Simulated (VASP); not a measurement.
# SbW2 (Pnnm) in VASP: notebook, part 2 of 2

VASP 6.6.1. The steps go on from the part before.

## Step 3: Single point, PBE

This run uses another cell than the first one, of 17.89 Å³/atom.

File INCAR:

```
SYSTEM = SbW2
  PREC = Accurate
  ENCUT = 520
  EDIFF = 1E-6
  ISMEAR = 0
  SIGMA = 0.1
  LREAL = .False.
  LASPH = .True.
  NELM = 60
  ALGO = Fast
  ISIF = 2
  LWAVE = .False.
  LCHARG = .False.
  GGA = PE
  NBANDS = 42
```

File KPOINTS:

```
regular mesh
0
Gamma
  4 4 4
  0 0 0
```

File POSCAR:

```
SbW2
1.0
    2.8983853331      0.0000000000      0.0000000000
    0.0000000000      8.0778094915      0.0000000000
    0.0000000000      0.0000000000      4.5848843394
Sb W
2 4
Direct
    0.5000000000      0.5000000000      0.5000000000
    0.0000000000      0.0000000000      0.0000000000
    0.3689322694      0.8385102435      0.5000000000
    0.8689322694      0.6614897565      0.0000000000
    0.6310677306      0.1614897565      0.5000000000
    0.1310677306      0.3385102435      0.0000000000
```

Potentials or basis: VASP PAW PBE potentials, release 64 (Sb, W_sv).

Command:

```console
cat potpaw_PBE.64/Sb/POTCAR potpaw_PBE.64/W_sv/POTCAR > POTCAR
mpirun -np 1 vasp_std > vasp.out
```

It took 4.9 min on 1 thread of Oxide Virtual Turin-like, shared host; peak memory 0.24 GiB.

The run converged. Its results:

```yaml
Free_energy: -55.7109 eV
Pressure: 0.4 GPa
Largest_force: 0.033 eV/Å
Band_gap_on_the_k_mesh: zero (bands 33 and 34 overlap by 1.78 eV)
```

Forces on the atoms (eV/Å):
```
Sb   0.000  0.000  0.000
Sb   0.000  0.000  0.000
W    0.006  0.032  0.000
W    0.006 -0.032  0.000
W   -0.006 -0.032  0.000
W   -0.006  0.032  0.000
```

Stress tensor (GPa, compression positive):
```
0.25 0.00 0.00
0.00 0.50 0.00
0.00 0.00 0.38
```

Levels at points of the mesh, in eV from the Fermi level:
```csv
k point,band 31,band 32,band 33,band 34,band 35,band 36,band 37,band 38
"(0.00, 0.00, 0.00)",0.06,0.31,0.35,1.06,1.33,1.37,1.42,1.75
"(0.50, 0.00, 0.00)",-0.91,-0.91,-0.16,-0.16,1.78,1.78,2.01,2.01
"(0.00, 0.50, 0.00)",0.46,0.46,0.93,0.93,1.45,1.45,2.08,2.08
"(0.50, 0.50, 0.00)",-0.78,-0.78,-0.21,-0.21,1.10,1.10,2.00,2.00
"(0.00, 0.00, 0.50)",-0.96,-0.96,0.37,0.37,0.52,0.52,1.84,1.84
"(0.50, 0.00, 0.50)",-1.42,-1.42,-0.66,-0.66,0.94,0.94,1.99,1.99
"(0.00, 0.50, 0.50)",0.01,0.01,0.13,0.13,0.84,0.84,1.70,1.70
"(0.50, 0.50, 0.50)",-1.18,-1.18,-0.85,-0.85,0.86,0.86,1.63,1.63
```

Caveat: the k points lie up to 0.54 Å⁻¹ apart, too coarse for converged energies and pressures of a metal; spin-orbit coupling is left out, which moves the levels of the heavy elements.

## Step 4: Single point, PBE

This run uses another cell than the first one, of 21.02 Å³/atom.

File INCAR:

```
SYSTEM = SbW2
ALGO = Fast
EDIFF = 1E-7
ENCUT = 520
GGA = PE
ISIF = 2
ISMEAR = 0
LASPH = .TRUE.
LCHARG = .TRUE.
LELF = .TRUE.
LREAL = .FALSE.
LVHAR = .TRUE.
LWAVE = .FALSE.
NBANDS = 42
NELM = 60
PREC = Accurate
SIGMA = 0.1
```

File KPOINTS:

```
k-points
0
G
  4 4 6
  0 0 0
```

File POSCAR:

```
SbW2
1.0
    5.6658475210      0.0000000000      0.0000000000
    0.0000000000      5.8383653141      0.0000000000
    0.0000000000      0.0000000000      3.8135512161
Sb W
2 4
Direct
    0.5000000000      0.5000000000      0.5000000000
    0.0000000000      0.0000000000      0.0000000000
    0.2250000000      0.8250000000      0.5000000000
    0.7250000000      0.6750000000      0.0000000000
    0.7750000000      0.1750000000      0.5000000000
    0.2750000000      0.3250000000      0.0000000000
```

Command:

```console
cat potpaw_PBE.64/Sb/POTCAR potpaw_PBE.64/W_sv/POTCAR > POTCAR
mpirun -np 1 vasp_std > vasp.out
```

It took 8.6 min on 1 thread of Oxide Virtual Turin-like, shared host; peak memory 0.29 GiB.

Results (log left out):

| Item | Value |
| --- | --- |
| Free energy | -44.7068 eV |
| Pressure | 17.1 GPa |
| Largest force | 1.299 eV/Å |
| Band gap on the k mesh | zero (bands 33 and 34 overlap by 1.14 eV) |

Forces in eV/Å, atoms in the order of the input:
```
Sb   0.000  0.000  0.000
Sb   0.000  0.000  0.000
W    0.743  1.065  0.000
W    0.743 -1.065  0.000
W   -0.743 -1.065  0.000
W   -0.743  1.065  0.000
```

Stress tensor (GPa, compression positive):
```
11.61  0.00  0.00
 0.00 18.11  0.00
 0.00  0.00 21.44
```

Levels at points of the mesh, in eV from the Fermi level:
```csv
k point,band 30,band 31,band 32,band 33,band 34,band 35,band 36,band 37,band 38,band 39
"(0.00, 0.00, 0.00)",-1.10,-0.98,-0.66,-0.58,-0.45,0.15,1.15,1.42,1.44,1.79
"(0.50, 0.00, 0.00)",-0.97,-0.50,-0.50,-0.03,-0.03,0.42,0.42,0.93,0.93,1.21
"(0.00, 0.50, 0.00)",-0.70,-0.55,-0.55,-0.38,-0.38,-0.13,-0.13,0.86,0.86,1.54
"(0.50, 0.50, 0.00)",-1.01,-1.00,-1.00,-0.07,-0.07,0.29,0.29,0.31,0.31,0.64
"(0.00, 0.00, 0.50)",-1.82,0.06,0.06,0.41,0.41,0.48,0.48,0.82,0.82,1.11
"(0.50, 0.00, 0.50)",-1.67,-0.15,-0.15,0.08,0.08,0.38,0.38,0.66,0.66,1.54
"(0.00, 0.50, 0.50)",-1.76,-0.05,-0.05,0.69,0.69,1.05,1.05,1.07,1.07,1.94
"(0.50, 0.50, 0.50)",-1.33,-0.75,-0.75,0.19,0.19,0.45,0.45,0.65,0.65,1.74
```

Caveat: the stress differs along the axes, from 12 to 21 GPa; spin-orbit coupling is left out, which moves the levels of the heavy elements; forces of over 1 eV/Å act on the atoms, so gaps and moduli don't describe the material at rest.

## Step 5: Relaxation of cell and atoms, PBE

This run uses another cell than the first one, of 17.89 Å³/atom.

File INCAR:

```
SYSTEM = SbW2
  PREC = Accurate
  ENCUT = 600
  EDIFF = 1E-6
  ISMEAR = 0
  SIGMA = 0.1
  LREAL = .False.
  LASPH = .True.
  NELM = 100
  ALGO = Fast
  ISIF = 3
  LWAVE = .False.
  LCHARG = .False.
  GGA = PE
  IBRION = 2
  NSW = 90
  EDIFFG = -0.04
```

File KPOINTS:

```
Automatic mesh
0
Gamma
  6 2 4
  0 0 0
```

File POSCAR:

```
SbW2
1.0
    2.8983853331      0.0000000000      0.0000000000
    0.0000000000      8.0778094915      0.0000000000
    0.0000000000      0.0000000000      4.5848843394
Sb W
2 4
Direct
    0.5000000000      0.5000000000      0.5000000000
    0.0000000000      0.0000000000      0.0000000000
    0.3689322694      0.8385102435      0.5000000000
    0.8689322694      0.6614897565      0.0000000000
    0.6310677306      0.1614897565      0.5000000000
    0.1310677306      0.3385102435      0.0000000000
```

Command:

```console
cat potpaw_PBE.64/Sb/POTCAR potpaw_PBE.64/W_sv/POTCAR > POTCAR
mpirun -np 1 vasp_std > vasp.out
```

Run time: 13 min. Hardware: 1 thread of Oxide Virtual Turin-like, shared host; peak memory 0.28 GiB.

It converged, with:

```
Free energy                           : -55.9168 eV
Relaxed volume                        : 17.84 Å³/atom
Relaxed cell                          : a = 2.905 Å, b = 8.080 Å, c = 4.561 Å, α = 90.00°, β = 90.00°, γ = 90.00°
Space group after relaxing (to 0.1 Å) : Pnnm (No. 58)
Energy gained by relaxing             : 0.4 meV/atom
Ionic steps                           : 5
Pressure after relaxing               : 0.0 GPa
Largest force after relaxing          : 0.019 eV/Å
Band gap on the k mesh                : zero (bands 33 and 34 overlap by 1.75 eV)
```

Forces on the atoms (eV/Å):
```
Sb   0.000  0.000  0.000
Sb   0.000  0.000  0.000
W    0.019 -0.002  0.000
W    0.019  0.002  0.000
W   -0.019  0.002  0.000
W   -0.019 -0.002  0.000
```

Stress tensor (GPa, compression positive):
```
-0.08  0.00  0.00
 0.00  0.07  0.00
 0.00  0.00  0.00
```

Step by step:
| step | energy change (eV) | largest force (eV/Å) | pressure (GPa) | volume (Å³) |
| --- | --- | --- | --- | --- |
| 1 | 0.0000 | 0.0442 | -0.46 | 107.34 |
| 2 | -0.0009 | 0.0163 | 0.96 | 106.56 |
| 3 | -0.0019 | 0.0246 | 0.38 | 106.88 |
| 4 | -0.0020 | 0.0290 | -0.31 | 107.18 |
| 5 | -0.0024 | 0.0189 | 0.00 | 107.05 |

Final structure:
```cif
data_structure
_symmetry_space_group_name_H-M 'P 1'
_symmetry_Int_Tables_number 1
_cell_length_a 2.9046
_cell_length_b 8.0804
_cell_length_c 4.5608
_cell_angle_alpha 90.000
_cell_angle_beta 90.000
_cell_angle_gamma 90.000
_cell_volume 107.05
loop_
_atom_site_label
_atom_site_type_symbol
_atom_site_fract_x
_atom_site_fract_y
_atom_site_fract_z
_atom_site_occupancy
Sb1 Sb 0.50000 0.50000 0.50000 1
Sb2 Sb 0.00000 0.00000 0.00000 1
W1 W 0.36909 0.83824 0.50000 1
W2 W 0.86909 0.66176 0.00000 1
W3 W 0.63091 0.16176 0.50000 1
W4 W 0.13091 0.33824 0.00000 1
```

Levels at points of the mesh, in eV from the Fermi level:
| k point | band 30 | band 31 | band 32 | band 33 | band 34 | band 35 | band 36 | band 37 | band 38 | band 39 |
| --- | --- | --- | --- | --- | --- | --- | --- | --- | --- | --- |
| (0.00, 0.00, 0.00) | -1.40 | 0.12 | 0.31 | 0.35 | 1.10 | 1.34 | 1.37 | 1.46 | 1.80 | 2.02 |
| (0.50, 0.00, 0.00) | -1.74 | -0.86 | -0.86 | -0.14 | -0.14 | 1.84 | 1.84 | 2.05 | 2.06 | 2.24 |
| (0.00, 0.50, 0.00) | -1.65 | 0.46 | 0.46 | 0.95 | 0.95 | 1.46 | 1.46 | 2.12 | 2.13 | 2.19 |
| (0.50, 0.50, 0.00) | -1.55 | -0.74 | -0.74 | -0.14 | -0.14 | 1.14 | 1.14 | 2.02 | 2.02 | 3.96 |
| (0.00, 0.00, 0.50) | -1.54 | -0.89 | -0.89 | 0.35 | 0.35 | 0.52 | 0.52 | 1.87 | 1.87 | 2.51 |
| (0.50, 0.00, 0.50) | -1.64 | -1.39 | -1.39 | -0.60 | -0.60 | 1.00 | 1.00 | 2.04 | 2.04 | 2.76 |
| (0.00, 0.50, 0.50) | -1.60 | 0.00 | 0.00 | 0.17 | 0.17 | 0.86 | 0.86 | 1.75 | 1.75 | 2.36 |
| (0.50, 0.50, 0.50) | -1.41 | -1.14 | -1.14 | -0.80 | -0.80 | 0.89 | 0.89 | 1.71 | 1.71 | 2.09 |

Caveat: the k points lie up to 0.39 Å⁻¹ apart in the final cell, too coarse for converged energies and pressures of a metal; spin-orbit coupling is left out, which moves the levels of the heavy elements.

## Step 6: Summary

```tsv
task	cell	k mesh	cutoff (eV)	gap on the mesh (eV)	pressure (GPa)	largest force (eV/Å)
single point	a = 2.904, b = 8.081, c = 4.557 Å, 6 atoms, atomic positions A	6 × 2 × 4	520	none	0.1	0.01
single point	a = 2.898, b = 8.078, c = 4.585 Å, 6 atoms, atomic positions B	4 × 4 × 4	520	none	0.4	0.03
single point	a = 5.666, b = 5.838, c = 3.814 Å, 6 atoms, atomic positions C	4 × 4 × 6	520	none	17.1	1.30
relaxation of cell and atoms	relaxed from a = 2.898, b = 8.078, c = 4.585 Å, 6 atoms, atomic positions B	6 × 2 × 4	600	none	0.0	0.02
```

Alike in all rows: level PBE; potentials or basis VASP PAW PBE potentials, release 64 (Sb, W_sv); no spin polarisation; smearing gaussian 0.1 eV.

Caveats: some runs use coarse meshes; spin-orbit coupling is left out, which moves the levels of the heavy elements; the stress differs along the axes, from 12 to 21 GPa (at least some runs); forces of over 1 eV/Å act on the atoms, so gaps and moduli don't describe the material at rest (at least some runs).

Absolute energies hang on the potentials; compare differences alone.
